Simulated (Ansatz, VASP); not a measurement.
**One calculation of SnO2, two programs**

```
Sn O
1.0
     0.00000    3.93837    3.93837
     3.93837    0.00000    3.93837
     3.93837    3.93837    0.00000
Sn O
2 4
Direct
  0.25000 0.25000 0.25000
  0.75000 0.75000 0.75000
  0.60748 0.17757 0.60748
  0.60748 0.60748 0.60748
  0.17757 0.60748 0.60748
  0.60748 0.60748 0.17757
```

Alike in both runs: functional PBE; k mesh 8 × 8 × 8; occupations gaussian, width 0.1 eV; no spin polarisation.

Ansatz relaxed the structure, and its values are those at the end. VASP's run is a single point on that final structure, the one shown.

|  | VASP | Ansatz |
| --- | --- | --- |
| version | VASP 6.6.1 | Ansatz 0.2.0 |
| potentials or method | VASP PAW PBE potentials, release 64 (Sn_d, O), cutoff 520 eV | scalar-relativistic, plane waves, PAW |
| valence electrons in the cell | 52 | 52 |

```tsv
	VASP	Ansatz	Ansatz less VASP
gap on the k mesh at the Fermi level (eV)	none	none	-
pressure (GPa)	0.2	0.0	-0.14
rms of the force components (eV/Å)	0.042	0.002	-0.0404
```

A gap of «none» marks a metal or a gap that the smearing closes.
